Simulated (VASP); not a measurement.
Write the native input for VASP 6.6.1 that does the following.

```
Task                   : single point
Functional             : PBE
Potentials or basis    : VASP PAW PBE potentials, release 64 (Ba_sv, Te)
Cutoff                 : 520 eV
k mesh                 : 4 × 4 × 4
Occupations            : gaussian, width 0.01 eV
Spin                   : no spin polarisation
Dipole correction      : no
Further INCAR settings : ALGO = Normal; EDIFF = 1e-07; NBANDS = 15
```

The structure of BaTe lies in POSCAR:

```
BaTe
1.0
    0.0000000000      3.9141586629      3.9141586629
    3.9141586629      0.0000000000      3.9141586629
    3.9141586629      3.9141586629      0.0000000000
Ba Te
1 1
Direct
    0.0000000000      0.0000000000      0.0000000000
    0.2500000000      0.2500000000      0.2500000000
```

These files were run (other wordings do the same):

INCAR

```
PREC = Accurate
ENCUT = 520
EDIFF = 1E-7
ISMEAR = 0
SIGMA = 0.01
LREAL = False
LASPH = True
NELM = 80
ALGO = Normal
ISIF = 2
LWAVE = False
LCHARG = False
GGA = PE
NBANDS = 15
```

KPOINTS

```
regular mesh
0
Gamma
  4 4 4
```

Potentials or basis: VASP PAW PBE potentials, release 64 (Ba_sv, Te).

Command:

```sh
$ cat potpaw_PBE.64/Ba_sv/POTCAR potpaw_PBE.64/Te/POTCAR > POTCAR
$ mpirun -np 1 vasp_std > vasp.out
```

Results of the run:

```
Pressure               : 0.2 GPa
Band gap on the k mesh : 2.58 eV, indirect (least direct gap 2.92 eV)
```

Caveat: spin-orbit coupling is left out, which moves the levels of the heavy elements.

Run time: 11 s on 1 thread of Intel(R) Xeon(R) Platinum 8481C CPU @ 2.70GHz (Sapphire Rapids), with other jobs on the host, peak memory 0.25 GiB.
